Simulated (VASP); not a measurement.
Here is a VASP 6.6.1 calculation.

Contents of INCAR:

```
SYSTEM = TaN
  PREC = Accurate
  ENCUT = 520
  EDIFF = 1E-6
  ISMEAR = 0
  SIGMA = 0.1
  LREAL = .False.
  LASPH = .True.
  NELM = 80
  ALGO = Normal
  ISIF = 2
  LWAVE = .False.
  LCHARG = .True.
  GGA = PS
  LELF = .True.
  LVHAR = .True.
  NBANDS = 15
```

Contents of KPOINTS:

```
regular mesh
0
Gamma
  18 18 14
  0 0 0
```

File POSCAR:

```
TaN
1.0
    2.8311793409      0.0000000000      0.0000000000
   -1.4155896704      2.4518732319      0.0000000000
    0.0000000000      0.0000000000      2.7962212287
Ta N
1 1
Direct
    0.3333333333      0.6666666667      0.5000000000
    0.0000000000      0.0000000000      0.0000000000
```

Potentials or basis: VASP PAW PBE potentials, release 64 (Ta_pv, N).

Command:

```bash
$ cat potpaw_PBE.64/Ta_pv/POTCAR potpaw_PBE.64/N/POTCAR > POTCAR
$ mpirun -np 1 vasp_std > vasp.out
```

Estimate the pressure.

41.4 GPa.

What does it give for the band gap on the k mesh?

Zero (bands 8 and 9 overlap by 0.36 eV).

Stress tensor (GPa, compression positive):
```
41.24  0.00  0.00
 0.00 41.24  0.00
 0.00  0.00 41.58
```

Caveat: the cell stands under pressure; the PAW data sets were made with another functional, which shifts forces and pressure a little; spin-orbit coupling is left out, which moves the levels of the heavy elements.
